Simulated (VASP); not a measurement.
Wanted: the native input for a VASP 6.6.1 run.

```yaml
Task: single point
Functional: PBE
Potentials_or_basis: VASP PAW PBE potentials, release 64 (Ba_sv, O)
Cutoff: 600 eV
k_mesh: 8 × 8 × 8
Occupations: gaussian, width 0.01 eV
Spin: no spin polarisation
Dipole_correction: no
Further_INCAR_settings: ALGO = Normal; EDIFF = 1e-06; NBANDS = 15
```

The structure of BaO lies in POSCAR:

```
BaO
1.0
    0.0000000000      2.7872493662      2.7872493662
    2.7872493662      0.0000000000      2.7872493662
    2.7872493662      2.7872493662      0.0000000000
Ba O
1 1
Direct
    0.0000000000      0.0000000000      0.0000000000
    0.5000000000      0.5000000000      0.5000000000
```

The input as run:

INCAR

```
SYSTEM = BaO
ALGO = Normal ; EDIFF = 1E-6
ENCUT = 600 ; GGA = PE
GGA_COMPAT = .FALSE. ; ISIF = 2
ISMEAR = 0 ; LASPH = .TRUE.
LCHARG = .TRUE. ; LELF = .TRUE.
LREAL = .FALSE. ; LVHAR = .TRUE.
LWAVE = .FALSE. ; NBANDS = 15
NELM = 120 ; PREC = Accurate
SIGMA = 0.01
```

KPOINTS

```
k-points
0
G
  8 8 8
  0 0 0
```

Potentials or basis: VASP PAW PBE potentials, release 64 (Ba_sv, O).

Launch:

```sh
$ cat potpaw_PBE.64/Ba_sv/POTCAR potpaw_PBE.64/O/POTCAR > POTCAR
$ mpirun -np 1 vasp_std > vasp.out
```

It gave:

```
Pressure               : 1.5 GPa
Band gap on the k mesh : 2.04 eV
```

Caveat: spin-orbit coupling is left out, which moves the levels of the heavy elements.

Run time: 14 s on 1 thread of Intel(R) Xeon(R) Platinum 8375C CPU @ 2.90GHz (Ice Lake) (shared host), peak memory 0.18 GiB.
